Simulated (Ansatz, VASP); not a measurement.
Two plane-wave programs on Gd

The input INCAR:

```
PREC = Accurate
ENCUT = 520
EDIFF = 1E-6
ISMEAR = 0
SIGMA = 0.020999999999999998
LREAL = False
LASPH = True
NELM = 150
ALGO = Normal
ISIF = 2
LWAVE = False
LCHARG = False
ISPIN = 2
MAGMOM = 7 7
LORBIT = 11
LMAXMIX = 6
GGA = PE
NBANDS = 29
```

KPOINTS

```
regular mesh
0
Gamma
  8 8 5
```

POSCAR

```
Gd
1.0
    3.6360000000      0.0000000000      0.0000000000
   -1.8180000000      3.1488683682      0.0000000000
    0.0000000000      0.0000000000      5.7826000000
Gd
2
Direct
    0.6666666667      0.3333333333      0.7500000000
    0.3333333333      0.6666666667      0.2500000000
```

Contents of input.yaml:

```yaml
crystal:
  lattice:
    - [3.636, 0.0, 0.0]
    - [-1.818, 3.1488683682, 0.0]
    - [0.0, 0.0, 5.7826]
  atoms:
    - { symbol: Gd, position: [0.6666666667, 0.3333333333, 0.75], spin: 7.0 }
    - { symbol: Gd, position: [0.3333333333, 0.6666666667, 0.25], spin: 7.0 }
hamiltonian:
  xc: pbe
  pseudopotentials: { kind: paw }
magnetization:
  spin_polarized: true
kpoints:
  mp_grid: { grid: [8, 8, 5] }
scf:
  occupations: { method: gaussian, width: 0.021 }
output:
  forces: true
  stress: true
  eigenvalues: true
  write_density: true
  write_potential: true
  elf: true
  volumetric_format: npy
```

Alike in both runs: task single point; functional PBE; k mesh 8 × 8 × 5; occupations gaussian, width 0.021 eV; collinear spin.

|  | VASP | Ansatz |
| --- | --- | --- |
| version | VASP 6.6.1 | Ansatz 0.2.0 |
| potentials or method | VASP PAW PBE potentials, release 64 (Gd) | Ansatz PAW |
| plane-wave cutoff (eV) | 520 | 420 |
| valence electrons in the cell | 36 | 36 |

```csv
,VASP,Ansatz,Ansatz less VASP
gap on the k mesh at the Fermi level (eV),none,none,-
pressure (GPa),0.1,0.6,+0.48
"traceless stress, the component that is largest in VASP (GPa)",0.22,0.25,+0.029
net moment per atom (μB),7.59,7.60,+0.003
size of the moment on the site where the two differ most (μB),6.98,7.33,+0.346
```

Site moments also hang on the region over which each program counts them. A gap of «none» marks a metal or a gap that the smearing closes. The functional is the same, so the differences come from potentials, cutoffs and numerics.

Neither program's run includes spin-orbit coupling.
